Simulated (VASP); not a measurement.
Write the native input for VASP 6.6.1 that does the following.

```
Task                   : single point
Functional             : PBE
Potentials or basis    : VASP PAW PBE potentials, release 64 (Te)
Cutoff                 : 520 eV
k mesh                 : 14 × 14 × 14
Occupations            : fermi-dirac, width 0.05 eV
Spin                   : no spin polarisation
Dipole correction      : no
Further INCAR settings : ALGO = Normal; EDIFF = 1e-06; NBANDS = 9
```

The structure of Te lies in POSCAR:

```
Te
1.0
   -1.9265655083      1.9265655083      1.9265655083
    1.9265655083     -1.9265655083      1.9265655083
    1.9265655083      1.9265655083     -1.9265655083
Te
1
Direct
    0.0000000000      0.0000000000      0.0000000000
```

This isn't the form of Te at room conditions, which is trigonal, of chains.

These files were run (other wordings do the same):

INCAR

```
  ALGO = Normal
  EDIFF = 1E-6
  ENCUT = 520
  GGA = PE
  ISIF = 2
  ISMEAR = -1
  LASPH = True
  LCHARG = True
  LELF = True
  LREAL = False
  LVHAR = True
  LWAVE = False
  NBANDS = 9
  NELM = 60
  PREC = Accurate
  SIGMA = 0.05
```

KPOINTS

```
k-points
0
Gamma
  14 14 14
```

Potentials or basis: VASP PAW PBE potentials, release 64 (Te).

Run with:

```sh
$ cat potpaw_PBE.64/Te/POTCAR > POTCAR
$ mpirun -np 1 vasp_std > vasp.out
```

Results of the run:

| Property | Result |
| --- | --- |
| Pressure | -0.1 GPa |
| Band gap on the k mesh | zero (bands 3 and 4 overlap by 5.88 eV) |

Caveat: spin-orbit coupling is left out, which moves the levels of the heavy elements.

Run time: 42 s on 1 thread of Intel Xeon 8259CL (shared host), peak memory 0.17 GiB.
